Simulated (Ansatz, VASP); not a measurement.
## Two plane-wave programs on K

```
CELL_PARAMETERS angstrom
4.31044 0.00000 0.00000
0.00000 4.31044 0.00000
0.00000 0.00000 4.31044
ATOMIC_POSITIONS crystal
K 0.00000 0.00000 0.00000
```

Alike in both runs: task single point; functional PBEsol; k mesh 4 × 4 × 4; occupations fermi-dirac, width 0.1 eV; no spin polarisation.

|  | VASP | Ansatz |
| --- | --- | --- |
| version | VASP 6.6.1 | Ansatz 0.2.0 |
| potentials or method | VASP PAW PBE potentials, release 64 (K_sv) | plane waves, PAW |
| plane-wave cutoff (eV) | 500 | 420 |
| valence electrons in the cell | 9 | 9 |

```tsv
	VASP	Ansatz	Ansatz less VASP
pressure (GPa)	-0.2	-0.1	+0.01
```

VASP's potentials were made for PBE, not for PBEsol. The functional is the same, so the differences come from potentials, cutoffs and numerics.

The k mesh is coarse, so the values compare programs but aren't converged.
